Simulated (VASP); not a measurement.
# Mo (I4/mmm) in VASP: further runs, part 2 of 2

VASP 6.6.1.

### 4 Single point, PBE (strain +0.040 along x and y, -0.040 along z)

INCAR

```
ALGO = Fast ; EDIFF = 1E-6
ENCUT = 520 ; GGA = PE
ISIF = 2 ; ISMEAR = 0
LASPH = T ; LCHARG = T
LELF = T ; LREAL = F
LVHAR = T ; LWAVE = F
NBANDS = 13 ; NELM = 60
PREC = Accurate ; SIGMA = 0.15
```

KPOINTS

```
k-points
0
Gamma
  22 22 22
```

POSCAR

```
Mo
1.0
   -1.6338400000      1.6338400000      1.5081600000
    1.6338400000     -1.6338400000      1.5081600000
    1.6338400000      1.6338400000     -1.5081600000
Mo
1
Direct
    0.0000000000      0.0000000000      0.0000000000
```

Potentials or basis: VASP PAW PBE potentials, release 64 (Mo_sv).

Command:

```bash
$ cat potpaw_PBE.64/Mo_sv/POTCAR > POTCAR
$ mpirun -np 1 vasp_std > vasp.out
```

OUTCAR:

```text
EDIFF = 1E-6
   ENCUT = 520
   GGA = PE
   ISIF = 2
   ISMEAR = 0
   LASPH = T
   LREAL = F
   NELM = 60
   PREC = Accurate

 ion  position               nearest neighbor table
   1  0.000  0.000  0.000-

  LATTYP: Found a body centered tetragonal cell.
 ALAT       =     3.2676800000
 C/A-ratio  =     0.9230769231

  Lattice vectors:

 A1 = (  -1.6338400000,   1.6338400000,   1.5081600000)
 A2 = (   1.6338400000,  -1.6338400000,   1.5081600000)
 A3 = (   1.6338400000,   1.6338400000,  -1.5081600000)

Analysis of symmetry for initial positions (statically):
=====================================================================
 Subroutine PRICEL returns:
 Original cell was already a primitive cell.

 Routine SETGRP: Setting up the symmetry group for a
 body centered tetragonal supercell.

 Subroutine GETGRP returns: Found 16 space group operations
 (whereof 16 operations were pure point group operations)
 out of a pool of 16 trial point group operations.

The static configuration has the point symmetry D_4h.

Analysis of symmetry for dynamics (positions and initial velocities):
=====================================================================
 Subroutine PRICEL returns:
 Original cell was already a primitive cell.

 Routine SETGRP: Setting up the symmetry group for a
 body centered tetragonal supercell.

 Subroutine GETGRP returns: Found 16 space group operations
 (whereof 16 operations were pure point group operations)
 out of a pool of 16 trial point group operations.

The dynamic configuration has the point symmetry D_4h.

 Subroutine INISYM returns: Found 16 space group operations
 (whereof 16 operations are pure point group operations),
 and found     1 'primitive' translations

----------------------------------------------------------------------------------------

                                     Primitive cell

  volume of cell :      16.1037

  direct lattice vectors                    reciprocal lattice vectors
[... 115 lines left out ...]
   LRPA    =     F    only Hartree local field effects (RPA)
 non-spin polarized calculation
 RMM-DIIS sequential band-by-band and
 Gauss-broadening in eV      SIGMA  =   0.15
  energy-cutoff  :      520.00
  volume of cell :       16.10
 maximum number of plane-waves:       446
 NGX is ok and might be reduce to    24
   NGX = 11   NGY = 11   NGZ = 11

 number of electron      14.0000001 magnetization

 Free energy of the ion-electron system (eV)
  ---------------------------------------------------
  ext. energy  EPLUGINS =         0.00000000
  ---------------------------------------------------
  free energy    TOTEN  =       -10.87253205 eV

  energy without entropy =      -10.86449329  energy(sigma->0) =      -10.86851267

 E-fermi :  12.1119     XC(G=0): -13.2208

 val. band max:       12.1115506473   @ k =  -0.2273   0.2727   0.2273
 cond. band min:      12.1122562911   @ k =  -0.4091   0.4091   0.2273
 fundamental gap:      0.0007056437
 Fermi energy:        12.1119221721

 k-point     1 :       0.0000    0.0000    0.0000
  band No.  band energies     occupation
      1     -49.1477      2.00000
      2     -22.4953      2.00000
      3     -22.4953      2.00000
      4     -22.4478      2.00000
      5       4.9878      2.00000
      6      10.2523      2.00000
      7      11.1849      2.00000
      8      11.1849      2.00000
      9      13.0738      0.00000
     10      14.2549      0.00000
     11      26.4599      0.00000
     12      26.4599      0.00000
     13      28.0371      0.00000
[... 354 lines left out ...]
  band No.  band energies     occupation
      1     -48.9149      2.00000
      2     -23.6818      2.00000
      3     -22.9075      2.00000
      4     -22.5348      2.00000
      5       7.0871      2.00000
      6       8.6861      2.00000
      7      13.0076      0.00000
      8      13.7557      0.00000
      9      14.8293      0.00000
     10      16.4000      0.00000
     11      23.9083      0.00000
     12      24.7099      0.00000
     13      28.9860      0.00000

 [... further k-points ...]

------------------------ aborting loop because EDIFF is reached ----------------------------------------

  FORCE on cell =-STRESS in cart. coord.  units (eV):
  Direction    XX          YY          ZZ          XY          YZ          ZX
  --------------------------------------------------------------------------------------
  -------------------------------------------------------------------------------------
  Total       -1.1164919     -1.1164919      1.1544283      0.0000000      0.0000000      0.0000000
  in kB     -111.0809845   -111.0809845    114.8553133      0.0000000      0.0000000      0.0000000
  external PRESSURE =     -35.7688853 kB  Pullay stress =       0.0000000 kB

 VOLUME and BASIS-vectors are now :
 -----------------------------------------------------------------------------
  energy-cutoff  :      520.00
  volume of cell :       16.10
      direct lattice vectors                 reciprocal lattice vectors
    -1.633840000  1.633840000  1.508160000     0.000000000  0.306027518  0.331529811
     1.633840000 -1.633840000  1.508160000     0.306027518  0.000000000  0.331529811
     1.633840000  1.633840000 -1.508160000     0.306027518  0.306027518  0.000000000

 POSITION                                       TOTAL-FORCE (eV/Angst)
 -----------------------------------------------------------------------------------
      0.00000      0.00000      0.00000         0.000000     -0.000000      0.000000
 -----------------------------------------------------------------------------------
    total drift:                                0.000000      0.000000      0.000000

  FREE ENERGIE OF THE ION-ELECTRON SYSTEM (eV)
  ---------------------------------------------------
  free  energy   TOTEN  =       -10.8725320520 eV

  energy  without entropy=      -10.8644932859  energy(sigma->0) =      -10.86851267
```

stdout:

```text
POSCAR found type information on POSCAR Mo
 POSCAR found :  1 types and       1 ions
 scaLAPACK will be used
 LDA part: xc-table for (Slater+PW92), standard interpolation
 POSCAR, INCAR and KPOINTS ok, starting setup
 FFT: planning ... GRIDC
 FFT: planning ... GRID_SOFT
 FFT: planning ... GRID
 WAVECAR not read
 entering main loop
```

Wall time 64 s (1 thread of Intel Xeon 6975P-C (Granite Rapids), shared host); peak memory 0.27 GiB.

What came out:

```
Free energy            : -10.8725 eV
Pressure               : -3.6 GPa
Band gap on the k mesh : zero (band 7 reaches 15.87 eV, above the bottom of band 8 at 10.96 eV)
```

Caveat: the cell differs from its parent crystal (strain +0.040 along x and y, -0.040 along z).

### 5 Overview

| cell | further INCAR settings | gap on the mesh (eV) | pressure (GPa) |
| --- | --- | --- | --- |
| a = 2.656 Å, angles 114.1, 114.1, 100.6°, 1 atom | ALGO = Fast; EDIFF = 1e-07; NBANDS = 13 | none | 38.4 |
| a = 2.650 Å, angles 107.3, 107.3, 113.9°, 1 atom | ALGO = Fast; EDIFF = 1e-06; NBANDS = 13 | none | 34.3 |
| a = 2.759 Å, angles 107.4, 107.4, 113.7°, 1 atom | ALGO = Fast; EDIFF = 1e-06; NBANDS = 13 | none | -3.6 |

Alike in all rows: task single point; level PBE; potentials or basis VASP PAW PBE potentials, release 64 (Mo_sv); no spin polarisation; k mesh 22 × 22 × 22; cutoff (eV) 520; smearing gaussian 0.15 eV.

Total energies depend on the potentials used, so only differences within one code and one set of settings carry meaning.
